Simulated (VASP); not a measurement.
# ZnS (F-43m) in VASP: single point with PBE

Aim: the single point of ZnS with PBE.

All numbers are computed with VASP 6.6.1; they aren't measurements. Logs are shortened: lines on timing, memory, paths and dates and some standing lists are left out, and cuts for length are marked.

**Measured values to compare with.**

From “Electronic, vibrational, and thermodynamic properties of ZnS (zincblende and rocksalt structure)”, 2009, arxiv:0911.5022, for a bulk crystal of ZnS at 19 K: band gap 3.85 eV (direct).

The results are compared with them further down.

## 1. The cell of the first run

The structure is cubic, space group F-43m (No. 216). Conventional cell: a = 5.409 Å, b = 5.409 Å, c = 5.409 Å, α = 90.00°, β = 90.00°, γ = 90.00°. Zn (site symmetry -43m) has 4 S at 2.34 Å within 3.1 Å. Within 3.1 Å of S (site symmetry -43m) lie 4 Zn at 2.34 Å.

## 2. Single point, PBE

Input file INCAR:

```
SYSTEM = ZnS
ALGO = Normal ; EDIFF = 1E-6
ENCUT = 520 ; GGA = PE
ISIF = 2 ; ISMEAR = 0
LASPH = .TRUE. ; LCHARG = .FALSE.
LREAL = .FALSE. ; LWAVE = .FALSE.
NBANDS = 16 ; NELM = 60
PREC = Accurate ; SIGMA = 0.05
```

Input file KPOINTS:

```
k-points
0
G
  12 12 12
  0 0 0
```

Input file POSCAR:

```
ZnS
1.0
    0.0000000000      2.7046490548      2.7046490548
    2.7046490548      0.0000000000      2.7046490548
    2.7046490548      2.7046490548      0.0000000000
Zn S
1 1
Direct
    0.0000000000      0.0000000000      0.0000000000
    0.7500000000      0.7500000000      0.7500000000
```

Potentials or basis: VASP PAW PBE potentials, release 64 (Zn, S).

Launch:

```sh
> cat potpaw_PBE.64/Zn/POTCAR potpaw_PBE.64/S/POTCAR > POTCAR
> mpirun -np 1 vasp_std > vasp.out
```

OUTCAR:

```text
SYSTEM = ZnS
   EDIFF = 1E-6
   ENCUT = 520
   GGA = PE
   ISIF = 2
   ISMEAR = 0
   LASPH = .TRUE.
   LREAL = .FALSE.
   NELM = 60
   PREC = Accurate

 ion  position               nearest neighbor table
   1  0.000  0.000  0.000-   2 2.34   2 2.34   2 2.34   2 2.34
   2  0.750  0.750  0.750-   1 2.34   1 2.34   1 2.34   1 2.34

  LATTYP: Found a face centered cubic cell.
 ALAT       =     5.4092981096

  Lattice vectors:

 A1 = (   0.0000000000,   2.7046490548,   2.7046490548)
 A2 = (   2.7046490548,   0.0000000000,   2.7046490548)
 A3 = (   2.7046490548,   2.7046490548,   0.0000000000)

Analysis of symmetry for initial positions (statically):
=====================================================================
 Subroutine PRICEL returns:
 Original cell was already a primitive cell.

 Routine SETGRP: Setting up the symmetry group for a
 face centered cubic supercell.

 Subroutine GETGRP returns: Found 24 space group operations
 (whereof 24 operations were pure point group operations)
 out of a pool of 48 trial point group operations.

The static configuration has the point symmetry T_d .

Analysis of symmetry for dynamics (positions and initial velocities):
=====================================================================
 Subroutine PRICEL returns:
 Original cell was already a primitive cell.

 Routine SETGRP: Setting up the symmetry group for a
 face centered cubic supercell.

 Subroutine GETGRP returns: Found 24 space group operations
 (whereof 24 operations were pure point group operations)
 out of a pool of 48 trial point group operations.

The dynamic configuration has the point symmetry T_d .

 Subroutine INISYM returns: Found 24 space group operations
 (whereof 24 operations are pure point group operations),
 and found     1 'primitive' translations

----------------------------------------------------------------------------------------

                                     Primitive cell

  volume of cell :      39.5697

  direct lattice vectors                    reciprocal lattice vectors
     0.000000000  2.704649055  2.704649055    -0.184866868  0.184866868  0.184866868
     2.704649055  0.000000000  2.704649055     0.184866868 -0.184866868  0.184866868
     2.704649055  2.704649055  0.000000000     0.184866868  0.184866868 -0.184866868

  length of vectors
     3.824951375  3.824951375  3.824951375     0.320198808  0.320198808  0.320198808

  position of ions in fractional coordinates (direct lattice)
     0.000000000  0.000000000  0.000000000
     0.750000000  0.750000000  0.750000000

  ion indices of the primitive-cell ions
   primitive index   ion index
                 1           1
                 2           2

----------------------------------------------------------------------------------------

 KPOINTS: k-points

Automatic generation of k-mesh.
 Grid dimensions read from file:
 generate k-points for:   12   12   12

 Generating k-lattice:

  Cartesian coordinates                     Fractional coordinates (reciprocal lattice)
    -0.015405572  0.015405572  0.015405572     0.083333333  0.000000000  0.000000000
     0.015405572 -0.015405572  0.015405572     0.000000000  0.083333333  0.000000000
     0.015405572  0.015405572 -0.015405572     0.000000000  0.000000000  0.083333333

  Length of vectors
     0.026683234  0.026683234  0.026683234

  Shift w.r.t. Gamma in fractional coordinates (k-lattice)
     0.000000000  0.000000000  0.000000000

 Subroutine IBZKPT returns following result:
 ===========================================

 Found     72 irreducible k-points:

 Following reciprocal coordinates:
            Coordinates               Weight
  0.000000  0.000000  0.000000      1.000000
  0.083333  0.000000  0.000000      8.000000
  0.166667  0.000000  0.000000      8.000000
  0.250000  0.000000  0.000000      8.000000
  0.333333  0.000000  0.000000      8.000000
  0.416667  0.000000  0.000000      8.000000
[... 16 lines left out ...]
  0.500000  0.166667  0.000000     24.000000
 -0.416667  0.166667  0.000000     24.000000
 [... further k-points ...]
   k-points           NKPTS =     72   k-points in BZ     NKDIM =     72   number of bands    NBANDS=     16
   number of dos      NEDOS =    301   number of ions     NIONS =      2
   total plane-waves  NPLWV =  21952
   dimension x,y,z NGX =    28 NGY =   28 NGZ =   28
   dimension x,y,z NGXF=    56 NGYF=   56 NGZF=   56
   ions per type =               1   1
   NGX,Y,Z   is equivalent  to a cutoff of  12.17, 12.17, 12.17 a.u.
   NGXF,Y,Z  is equivalent  to a cutoff of  24.34, 24.34, 24.34 a.u.
 SYSTEM =  ZnS
   PREC   = accura    normal or accurate (medium, high low for compatibility)
   ISTART =      0    job   : 0-new  1-cont  2-samecut
   ICHARG =      2    charge: 1-file 2-atom 10-const
   ISPIN  =      1    spin polarized calculation?
   LNONCOLLINEAR =      F non collinear calculations
   LSORBIT =      F    spin-orbit coupling
   LASPH  =      T    aspherical Exc in radial PAW
   ENCUT  =  520.0 eV  38.22 Ry    6.18 a.u.   7.11  7.11  7.11*2*pi/ulx,y,z
   NELM   =     60;   NELMIN=  2; NELMDL= -5     # of ELM steps
   EDIFF  = 0.1E-05   stopping-criterion for ELM
   LREAL  =      F    real-space projection
   EDIFFG = 0.1E-04   stopping-criterion for IOM
   NSW    =      0    number of steps for IOM
   IBRION =     -1    ionic relax: 0-MD 1-quasi-New 2-CG
   NFREE  =      0    steps in history (QN), initial steepest desc. (CG)
   ISIF   =      2    stress and relaxation
   ISYM   =      2    0-nonsym 1-usesym 2-fastsym
   POTIM  = 0.5000    time-step for ionic-motion
   TEBEG  =    0.0;   TEEND  =   0.0 temperature during run
   PSTRESS=    0.0 pullay stress
   NELECT =      18.0000    total number of electrons
   NUPDOWN=      -1.0000    fix difference up-down
   EMIN   =  10.00;   EMAX   =-10.00  energy-range for DOS
   EFERMI =   0.00;   METHOD = LEGACY
   ISMEAR =     0;   SIGMA  =   0.05  broadening in eV -4-tet -1-fermi 0-gaus
   EFERMI_NEDOS =   21; number of points for ismear=-14 and -15
   IALGO  =     38    algorithm
   IMIX   =      4    mixing-type and parameters
     AMIX     =   0.40;   BMIX     =  1.00
     AMIX_MAG =   1.60;   BMIX_MAG =  1.00
  volume/ion in A,a.u.               =      19.78       133.51
  Fermi-wavevector in a.u.,A,eV,Ry     =   1.259055  2.379269 21.568225  1.585220
  Thomas-Fermi vector in A             =   2.392634
   LORBIT       =      0    0 simple, 1 ext, 2 COOP (PROOUT), +10 PAW based schemes
   GGA     = PE    functional components
   LHFCALC =     F    Hartree Fock is set to
   AEXX    =    0.0000 exact exchange contribution
   IVDW    =     0    specifies the selected vdW correction
   LEPSILON=     F    determine dielectric tensor
   LRPA    =     F    only Hartree local field effects (RPA)
 non-spin polarized calculation
 Gauss-broadening in eV      SIGMA  =   0.05
  energy-cutoff  :      520.00
  volume of cell :       39.57
 maximum number of plane-waves:      1090
   NGX = 15   NGY = 15   NGZ = 15

 number of electron      17.9999998 magnetization

 Free energy of the ion-electron system (eV)
  ---------------------------------------------------
  ext. energy  EPLUGINS =         0.00000000
  ---------------------------------------------------
  free energy    TOTEN  =        -6.84856884 eV

  energy without entropy =       -6.84856884  energy(sigma->0) =       -6.84856884

 E-fermi :   2.3076     XC(G=0):  -9.6166

 val. band max:        2.0792615652   @ k =   0.0000   0.0000   0.0000
 cond. band min:       4.1805318502   @ k =   0.0000   0.0000   0.0000
 fundamental gap:      2.1012702850
 Fermi energy:         2.3076343379

 k-point     1 :       0.0000    0.0000    0.0000
  band No.  band energies     occupation
      1     -11.0405      2.00000
      2      -4.2481      2.00000
      3      -4.2481      2.00000
      4      -4.2481      2.00000
      5      -3.7533      2.00000
      6      -3.7533      2.00000
[... 8 lines left out ...]
     15      13.8389      0.00000
     16      13.9334      0.00000

 k-point     2 :       0.0833    0.0000    0.0000
  band No.  band energies     occupation
      1     -10.9880      2.00000
      2      -4.2483      2.00000
      3      -4.2384      2.00000
      4      -4.2384      2.00000
      5      -3.7543      2.00000
      6      -3.7543      2.00000
[... 8 lines left out ...]
     15      13.5032      0.00000
     16      14.3676      0.00000

 k-point     3 :       0.1667    0.0000    0.0000
  band No.  band energies     occupation
      1     -10.8391      2.00000
      2      -4.2404      2.00000
      3      -4.2130      2.00000
      4      -4.2130      2.00000
      5      -3.7552      2.00000
      6      -3.7552      2.00000
[... 8 lines left out ...]
     15      13.0547      0.00000
     16      14.7721      0.00000

 k-point     4 :       0.2500    0.0000    0.0000
  band No.  band energies     occupation
      1     -10.6211      2.00000
      2      -4.1987      2.00000
      3      -4.1814      2.00000
      4      -4.1814      2.00000
      5      -3.7518      2.00000
      6      -3.7518      2.00000
[... 8 lines left out ...]
     15      13.0494      0.00000
     16      14.2797      0.00000

 k-point     5 :       0.3333    0.0000    0.0000
  band No.  band energies     occupation
      1     -10.3828      2.00000
      2      -4.1546      2.00000
      3      -4.1546      2.00000
      4      -4.0826      2.00000
      5      -3.7416      2.00000
      6      -3.7416      2.00000
[... 8 lines left out ...]
     15      13.6617      0.00000
     16      13.9383      0.00000

 k-point     6 :       0.4167    0.0000    0.0000
  band No.  band energies     occupation
      1     -10.1924      2.00000
      2      -4.1387      2.00000
      3      -4.1387      2.00000
      4      -3.8434      2.00000
      5      -3.7290      2.00000
      6      -3.7290      2.00000
[... 8 lines left out ...]
     15      14.7084      0.00000
     16      14.7084      0.00000

 k-point     7 :       0.5000    0.0000    0.0000
  band No.  band energies     occupation
      1     -10.1189      2.00000
      2      -4.1337      2.00000
      3      -4.1337      2.00000
      4      -3.7232      2.00000
      5      -3.7232      2.00000
      6      -3.5515      2.00000
[... 8 lines left out ...]
     15      15.4800      0.00000
     16      15.4800      0.00000

 k-point     8 :       0.0833    0.0833    0.0000
  band No.  band energies     occupation
      1     -10.9705      2.00000
      2      -4.2573      2.00000
      3      -4.2306      2.00000
      4      -4.2306      2.00000
      5      -3.7611      2.00000
      6      -3.7483      2.00000
[... 8 lines left out ...]
     15      13.9289      0.00000
     16      14.5518      0.00000

 k-point     9 :       0.1667    0.0833    0.0000
  band No.  band energies     occupation
      1     -10.8536      2.00000
      2      -4.2594      2.00000
      3      -4.2074      2.00000
      4      -4.2059      2.00000
      5      -3.7678      2.00000
      6      -3.7439      2.00000
[... 8 lines left out ...]
     15      13.7801      0.00000
     16      15.2704      0.00000
[... 172 lines left out ...]
 k-point    19 :       0.1667    0.1667    0.0000
  band No.  band energies     occupation
      1     -10.7718      2.00000
      2      -4.2785      2.00000
      3      -4.1800      2.00000
      4      -4.1800      2.00000
      5      -3.7797      2.00000
      6      -3.7346      2.00000
[... 8 lines left out ...]
     15      14.1927      0.00000
     16      16.0560      0.00000

 k-point    20 :       0.2500    0.1667    0.0000
  band No.  band energies     occupation
      1     -10.6083      2.00000
      2      -4.2755      2.00000
      3      -4.1440      2.00000
      4      -4.1429      2.00000
      5      -3.7847      2.00000
      6      -3.7264      2.00000
[... 8 lines left out ...]
     15      14.2852      0.00000
     16      16.5377      0.00000

 k-point    21 :       0.3333    0.1667    0.0000
  band No.  band energies     occupation
      1     -10.3963      2.00000
      2      -4.2341      2.00000
      3      -4.1099      2.00000
      4      -4.0950      2.00000
      5      -3.7719      2.00000
      6      -3.7184      2.00000
[... 8 lines left out ...]
     15      14.6282      0.00000
     16      16.0732      0.00000

 k-point    22 :       0.4167    0.1667    0.0000
  band No.  band energies     occupation
      1     -10.1888      2.00000
      2      -4.1715      2.00000
      3      -4.0875      2.00000
      4      -4.0003      2.00000
      5      -3.7260      2.00000
      6      -3.7134      2.00000
[... 8 lines left out ...]
     15      15.3548      0.00000
     16      15.8312      0.00000

 k-point    23 :       0.5000    0.1667    0.0000
  band No.  band energies     occupation
      1     -10.0499      2.00000
      2      -4.1402      2.00000
      3      -4.0797      2.00000
      4      -3.8498      2.00000
      5      -3.7178      2.00000
      6      -3.5957      2.00000
[... 8 lines left out ...]
     15      15.5207      0.00000
     16      16.0963      0.00000

 k-point    24 :      -0.4167    0.1667    0.0000
  band No.  band energies     occupation
      1     -10.0307      2.00000
      2      -4.1300      2.00000
      3      -4.0852      2.00000
      4      -3.7923      2.00000
      5      -3.7342      2.00000
      6      -3.5457      2.00000
[... 8 lines left out ...]
     15      14.3589      0.00000
     16      15.9816      0.00000

 [... further k-points ...]
[... 5 lines left out ...]
  --------------------------------------------------------------------------------------
  -------------------------------------------------------------------------------------
  Total        0.3787166      0.3787166      0.3787166      0.0000000      0.0000000     -0.0000000
  in kB       15.3342369     15.3342369     15.3342369      0.0000000      0.0000000     -0.0000000
  external PRESSURE =      15.3342369 kB  Pullay stress =       0.0000000 kB

 VOLUME and BASIS-vectors are now :
 -----------------------------------------------------------------------------
  energy-cutoff  :      520.00
  volume of cell :       39.57
      direct lattice vectors                 reciprocal lattice vectors
     0.000000000  2.704649055  2.704649055    -0.184866868  0.184866868  0.184866868
     2.704649055  0.000000000  2.704649055     0.184866868 -0.184866868  0.184866868
     2.704649055  2.704649055  0.000000000     0.184866868  0.184866868 -0.184866868

 POSITION                                       TOTAL-FORCE (eV/Angst)
 -----------------------------------------------------------------------------------
      0.00000      0.00000      0.00000        -0.000000     -0.000000     -0.000000
      4.05697      4.05697      4.05697         0.000000      0.000000      0.000000
 -----------------------------------------------------------------------------------
    total drift:                               -0.000001     -0.000001     -0.000001

  FREE ENERGIE OF THE ION-ELECTRON SYSTEM (eV)
  ---------------------------------------------------
  free  energy   TOTEN  =        -6.8485688359 eV

  energy  without entropy=       -6.8485688359  energy(sigma->0) =       -6.84856884
```

Run time: 24 s. Hardware: 1 thread of Intel Xeon Platinum 8559C (Emerald Rapids), shared host; peak memory 0.18 GiB.

What came out:

```
Free energy            : -6.8486 eV
Pressure               : 1.5 GPa
Band gap on the k mesh : 2.10 eV, direct
```

## 3. Comparison with measurements

Step 2. Measured gap of ZnS: 3.85 eV (direct; 19 K; quoted in “Electronic, vibrational, and thermodynamic properties of ZnS (zincblende and rocksalt structure)”, 2009, arxiv:0911.5022). This calculation gives 2.10 eV (-1.75 eV). The value is that of PBE on a finite k mesh, which can miss the band edges, without temperature or zero-point motion. Semilocal functionals fall short of measured gaps as a rule.
